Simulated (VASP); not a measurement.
# ZnS: single point with revPBE

**Measured values to compare with.**

From “Electronic, vibrational, and thermodynamic properties of ZnS (zincblende and rocksalt structure)”, 2009, arxiv:0911.5022, for a bulk crystal of ZnS at 19 K: band gap 3.85 eV (direct).

Crystal: ZnS.

```
Zn S
1.0
     0.00000    2.75499    2.75499
     2.75499    0.00000    2.75499
     2.75499    2.75499    0.00000
Zn S
1 1
Direct
  0.75000 0.75000 0.75000
  0.00000 0.00000 0.00000
```

```
Program             : VASP 6.6.1
Task                : single point
Functional          : revPBE
Potentials or basis : VASP PAW PBE potentials, release 64 (Zn, S)
Cutoff              : 520 eV
k mesh              : 9 × 9 × 9
Occupations         : fermi-dirac, width 0.05 eV
Spin                : no spin polarisation
```

| Item | Value |
| --- | --- |
| Pressure | -0.5 GPa |
| Band gap on the k mesh | 1.99 eV, direct |

Levels at points of the mesh, in eV from the valence-band top:
```tsv
k point	band 7	band 8	band 9	band 10	band 11	band 12
(0.00, 0.00, 0.00)	0.00	0.00	0.00	1.99	6.47	6.47
```

It took 12 s on 1 thread of AMD EPYC 9R45 96-Core Processor (Zen 5), with other jobs on the host, peak memory 0.15 GiB.

Against the measured gap of ZnS, 3.85 eV (direct; 19 K; quoted in “Electronic, vibrational, and thermodynamic properties of ZnS (zincblende and rocksalt structure)”, 2009, arxiv:0911.5022), the calculated 1.99 eV is off by -1.86 eV. The value is that of revPBE, without temperature or zero-point motion. Semilocal functionals fall short of measured gaps as a rule.

Caveat: the PAW data sets were made with another functional, which shifts forces and pressure a little.
